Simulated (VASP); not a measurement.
# Hf3SnS8 (P1) in VASP: single point with PBE

Aim: the single point of Hf3SnS8 with PBE.

Everything below comes from runs of VASP 6.6.1. Logs are shortened: lines on timing, memory, paths and dates and some standing lists are left out, and cuts for length are marked.

## Step 1: The cell of the first run

The typed cell holds 12 atoms: a = 3.668 Å, b = 3.670 Å, c = 28.023 Å, α = 91.10°, β = 89.34°, γ = 120.01°.

## Step 2: Single point, PBE

Input file INCAR:

```
SYSTEM = Hf3SnS8
PREC = Accurate
ENCUT = 520
EDIFF = 1E-7
ISMEAR = 0
SIGMA = 0.1
LREAL = .FALSE.
LASPH = .TRUE.
NELM = 80
ALGO = Normal
ISIF = 2
LWAVE = .FALSE.
LCHARG = .FALSE.
GGA = PE
NBANDS = 58
```

Input file KPOINTS:

```
Automatic mesh
0
G
  6 6 1
  0 0 0
```

Input file POSCAR:

```
Hf3SnS8
1.0
    3.6682570723     -0.0007783158      0.0210689941
   -1.8350329781      3.1783698508     -0.0352129630
    0.1614068305     -0.2161859379     28.0218671285
Hf Sn S
3 1 8
Direct
    0.0176757951      0.0123784028      0.2531552041
    0.0138968710      0.0090510352      0.5019864603
   -0.0259149290     -0.0196599622      0.7481350636
   -0.0060472108     -0.0023894830     -0.0032634928
    0.3260379420      0.6713668312      0.0498791716
    0.3506864952      0.6865763916      0.3045247286
    0.3456527888      0.6831638777      0.5533672400
    0.3068928309      0.6543864323      0.7995138978
    0.6857497652      0.3390565832      0.2017626731
    0.6812458238      0.3360448655      0.4505973948
    0.6422295325      0.3072971153      0.6967533362
    0.6618942952      0.3227279103      0.9435883228
```

Potentials or basis: VASP PAW PBE potentials, release 64 (Hf_pv, Sn_d, S).

Command:

```
$ cat potpaw_PBE.64/Hf_pv/POTCAR potpaw_PBE.64/Sn_d/POTCAR potpaw_PBE.64/S/POTCAR > POTCAR
$ mpirun -np 1 vasp_std > vasp.out
```

OUTCAR:

```text
SYSTEM = Hf3SnS8
   PREC = Accurate
   ENCUT = 520
   EDIFF = 1E-7
   ISMEAR = 0
   LREAL = .FALSE.
   LASPH = .TRUE.
   NELM = 80
   ISIF = 2
   GGA = PE

 ion  position               nearest neighbor table
   1  0.018  0.012  0.253-   6 2.56   9 2.56   9 2.56   6 2.56   9 2.56   6 2.56
   2  0.014  0.009  0.502-   7 2.56  10 2.56  10 2.56   7 2.56   7 2.56  10 2.56
   3  0.974  0.980  0.748-   8 2.56  11 2.56   8 2.56  11 2.56  11 2.56   8 2.56
   4  0.994  0.998  0.997-  12 2.59   5 2.59   5 2.59   5 2.59  12 2.59  12 2.59
   5  0.326  0.671  0.050-   4 2.59   4 2.59   4 2.59
   6  0.351  0.687  0.305-   1 2.56   1 2.56   1 2.56
   7  0.346  0.683  0.553-   2 2.56   2 2.56   2 2.56
   8  0.307  0.654  0.800-   3 2.56   3 2.56   3 2.56
   9  0.686  0.339  0.202-   1 2.56   1 2.56   1 2.56
  10  0.681  0.336  0.451-   2 2.56   2 2.56   2 2.56
  11  0.642  0.307  0.697-   3 2.56   3 2.56   3 2.56
  12  0.662  0.323  0.944-   4 2.59   4 2.59   4 2.59

  LATTYP: Found a triclinic cell.
 ALAT       =     3.6683176603
 B/A-ratio  =     1.0000536578
 C/A-ratio  =     7.8032959639
 COS(alpha) =     0.0073642654
 COS(beta)  =     0.1810238932
 COS(gamma) =     0.4995041959

  Lattice vectors:

 A1 = (  -3.6682570723,   0.0007783158,  -0.0210689941)
 A2 = (  -1.8332240942,  -3.1775915350,   0.0141439689)
 A3 = (  -5.3418832199,   2.9629622287,  27.9655851714)

Analysis of symmetry for initial positions (statically):
=====================================================================
 Subroutine PRICEL returns:
 Original cell was already a primitive cell.

 Routine SETGRP: Setting up the symmetry group for a
 triclinic supercell.

 Subroutine GETGRP returns: Found  1 space group operations
 (whereof  1 operations were pure point group operations)
 out of a pool of  2 trial point group operations.

The static configuration has the point symmetry C_1 .

Analysis of symmetry for dynamics (positions and initial velocities):
=====================================================================
 Subroutine PRICEL returns:
 Original cell was already a primitive cell.

 Routine SETGRP: Setting up the symmetry group for a
 triclinic supercell.

 Subroutine GETGRP returns: Found  1 space group operations
 (whereof  1 operations were pure point group operations)
 out of a pool of  2 trial point group operations.
[... 123 lines left out ...]
   ISYM   =      2    0-nonsym 1-usesym 2-fastsym
   POTIM  = 0.5000    time-step for ionic-motion
   TEBEG  =    0.0;   TEEND  =   0.0 temperature during run
   PSTRESS=    0.0 pullay stress
   NELECT =      92.0000    total number of electrons
   NUPDOWN=      -1.0000    fix difference up-down
   EMIN   =  10.00;   EMAX   =-10.00  energy-range for DOS
   EFERMI =   0.00;   METHOD = LEGACY
   ISMEAR =     0;   SIGMA  =   0.10  broadening in eV -4-tet -1-fermi 0-gaus
   EFERMI_NEDOS =   21; number of points for ismear=-14 and -15
   IALGO  =     38    algorithm
   IMIX   =      4    mixing-type and parameters
     AMIX     =   0.40;   BMIX     =  1.00
     AMIX_MAG =   1.60;   BMIX_MAG =  1.00
  volume/ion in A,a.u.               =      27.22       183.69
  Fermi-wavevector in a.u.,A,eV,Ry     =   1.073120  2.027902 15.668280  1.151586
  Thomas-Fermi vector in A             =   2.208910
   LORBIT       =      0    0 simple, 1 ext, 2 COOP (PROOUT), +10 PAW based schemes
   GGA     = PE    functional components
   LHFCALC =     F    Hartree Fock is set to
   AEXX    =    0.0000 exact exchange contribution
   IVDW    =     0    specifies the selected vdW correction
   LEPSILON=     F    determine dielectric tensor
   LRPA    =     F    only Hartree local field effects (RPA)
 non-spin polarized calculation
 Gauss-broadening in eV      SIGMA  =   0.10
  energy-cutoff  :      520.00
  volume of cell :      326.64
 maximum number of plane-waves:      8833
   NGX = 13   NGY = 13   NGZ =105

 number of electron      91.9999999 magnetization

 Free energy of the ion-electron system (eV)
  ---------------------------------------------------
  ext. energy  EPLUGINS =         0.00000000
  ---------------------------------------------------
  free energy    TOTEN  =       -81.97012595 eV

  energy without entropy =      -81.97012595  energy(sigma->0) =      -81.97012595

 E-fermi :   2.2623     XC(G=0):  -8.4585

 val. band max:        1.8049648627   @ k =   0.0000   0.0000   0.0000
 cond. band min:       3.0319376536   @ k =   0.5000  -0.0000   0.0000
 fundamental gap:      1.2269727909
 Fermi energy:         2.2623278398

 k-point     1 :       0.0000    0.0000    0.0000
  band No.  band energies     occupation
      1     -28.8987      2.00000
      2     -28.8982      2.00000
      3     -28.8980      2.00000
      4     -28.7888      2.00000
      5     -28.7884      2.00000
      6     -28.7882      2.00000
[... 1209 lines left out ...]
     57       6.2776      0.00000
     58       7.6714      0.00000

------------------------ aborting loop because EDIFF is reached ----------------------------------------

  FORCE on cell =-STRESS in cart. coord.  units (eV):
  Direction    XX          YY          ZZ          XY          YZ          ZX
  --------------------------------------------------------------------------------------
  -------------------------------------------------------------------------------------
  Total       -1.0566023     -1.1270250     -0.8565830      0.0554238     -0.0069777     -0.0085154
  in kB       -5.1826805     -5.5281070     -4.2015774      0.2718560     -0.0342260     -0.0417684
  external PRESSURE =      -4.9707883 kB  Pullay stress =       0.0000000 kB

 VOLUME and BASIS-vectors are now :
 -----------------------------------------------------------------------------
  energy-cutoff  :      520.00
  volume of cell :      326.64
      direct lattice vectors                 reciprocal lattice vectors
     3.668257072 -0.000778316  0.021068994     0.272644473  0.157407440 -0.000356058
    -1.835032978  3.178369851 -0.035212963     0.000052826  0.314684087  0.002427452
     0.161406830 -0.216185938 28.021867128    -0.000204929  0.000277089  0.035689734

 POSITION                                       TOTAL-FORCE (eV/Angst)
 -----------------------------------------------------------------------------------
      0.08299     -0.01540      7.09382         0.003640      0.004043     -0.005401
      0.11539     -0.07977     14.06657        -0.007818      0.005132     -0.002154
      1.89499      2.95339     20.95014         0.002165      0.004678     -0.001197
      1.97631      2.95452     27.91623         0.006967     -0.010370      0.000628
     -0.02794      2.12282      1.38094         0.003302     -0.000259     -0.001899
      0.07567      2.11609      8.51656        -0.005772     -0.005996     -0.080792
      0.10363      2.05145     15.48961         0.004400     -0.002094     -0.084347
      0.05399      1.90680     22.38730        -0.004028     -0.001100     -0.083093
      1.92589      1.03350      5.65628         0.002029      0.001673      0.084617
      1.95506      0.97013     12.62910         0.003251     -0.003521      0.084971
      1.90442      0.82558     19.52704         0.001965     -0.003138      0.084154
      1.98808      0.82124     26.44369        -0.010100      0.010950      0.004513
 -----------------------------------------------------------------------------------
    total drift:                                0.000760      0.000006      0.000799

  FREE ENERGIE OF THE ION-ELECTRON SYSTEM (eV)
  ---------------------------------------------------
  free  energy   TOTEN  =       -81.9701259510 eV

  energy  without entropy=      -81.9701259510  energy(sigma->0) =      -81.97012595
```

stdout:

```text
POSCAR found type information on POSCAR HfSnS
 POSCAR found :  3 types and      12 ions
 scaLAPACK will be used
 LDA part: xc-table for (Slater+PW92), standard interpolation
 POSCAR, INCAR and KPOINTS ok, starting setup
 FFT: planning ... GRIDC
 FFT: planning ... GRID_SOFT
 FFT: planning ... GRID
 WAVECAR not read
 entering main loop
```

It took 6.7 min on 1 thread of Intel Xeon Platinum 8488C (Sapphire Rapids), shared host; peak memory 0.6 GiB.

What came out:

```yaml
Free_energy: -81.9701 eV
Pressure: -0.5 GPa
Largest_force: 0.085 eV/Å
Band_gap_on_the_k_mesh: 1.23 eV (least direct gap 1.80 eV)
```

Forces on the atoms (eV/Å):
```
Hf   0.004  0.004 -0.005
Hf  -0.008  0.005 -0.002
Hf   0.002  0.005 -0.001
Sn   0.007 -0.010  0.001
S    0.003  0.000 -0.002
S   -0.006 -0.006 -0.081
S    0.004 -0.002 -0.084
S   -0.004 -0.001 -0.083
S    0.002  0.002  0.085
S    0.003 -0.004  0.085
S    0.002 -0.003  0.084
S   -0.010  0.011  0.005
```

Stress tensor (GPa, compression positive):
```
-0.52  0.03  0.00
 0.03 -0.55  0.00
 0.00  0.00 -0.42
```

Caveat: spin-orbit coupling is left out, which moves the levels of the heavy elements; an odd mesh through Γ misses points on the zone boundary, where band edges can lie.
